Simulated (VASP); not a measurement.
Input of a VASP 6.6.1 run:

File POSCAR:

```
InBAs2
1.0
    3.7950816763      0.0000000000      0.0000000000
    0.0000000000      3.7950816763      0.0000000000
    0.0000000000      0.0000000000      5.8167674532
B As In
1 2 1
Direct
    0.0000000000      0.0000000000      0.0000000000
    0.0000000000      0.5000000000      0.1943776312
    0.5000000000      0.0000000000      0.8056223688
    0.5000000000      0.5000000000      0.5000000000
```

The input INCAR.step1:

```
  PREC = Accurate
  ENCUT = 520
  ISMEAR = -1
  SIGMA = 0.02
  LREAL = False
  LASPH = True
  NELM = 60
  NBANDS = 21
  GGA = PE
  ALGO = Normal
  EDIFF = 1E-4
  LWAVE = True
  LCHARG = False
```

Contents of INCAR.step2:

```
  PREC = Accurate
  ENCUT = 520
  EDIFF = 1E-7
  ISMEAR = -1
  SIGMA = 0.02
  LREAL = False
  LASPH = True
  NELM = 60
  ALGO = Normal
  ISIF = 2
  LWAVE = False
  LCHARG = True
  METAGGA = R2SCAN
  LMIXTAU = True
  LELF = True
  LVHAR = True
  NBANDS = 21
  ISTART = 1
```

KPOINTS

```
regular mesh
0
Gamma
  6 6 4
```

Potentials or basis: VASP PAW PBE potentials, release 64 (B, As, In_d).

Run with:

```sh
$ cat potpaw_PBE.64/B/POTCAR potpaw_PBE.64/As/POTCAR potpaw_PBE.64/In_d/POTCAR > POTCAR
$ cp INCAR.step1 INCAR
$ mpirun -np 1 vasp_std > vasp.out
$ cp INCAR.step2 INCAR
$ mpirun -np 1 vasp_std > vasp.out
```

**Question.** Estimate the band gap on the k mesh.

**Answer.** Zero (filled and empty bands touch).

**Question.** What does it give for the largest force?

**Answer.** 0.050 eV/Å.

**Question.** Predict the pressure.

**Answer.** -2.2 GPa.

Stress tensor (GPa, compression positive):
```
-2.12  0.00  0.00
 0.00 -2.12  0.00
 0.00  0.00 -2.47
```

Caveat: semilocal functionals underestimate gaps, so a narrow gap can read as zero; the PAW data sets were made with another functional, which shifts forces and pressure a little; spin-orbit coupling is left out, which moves the levels of the heavy elements.
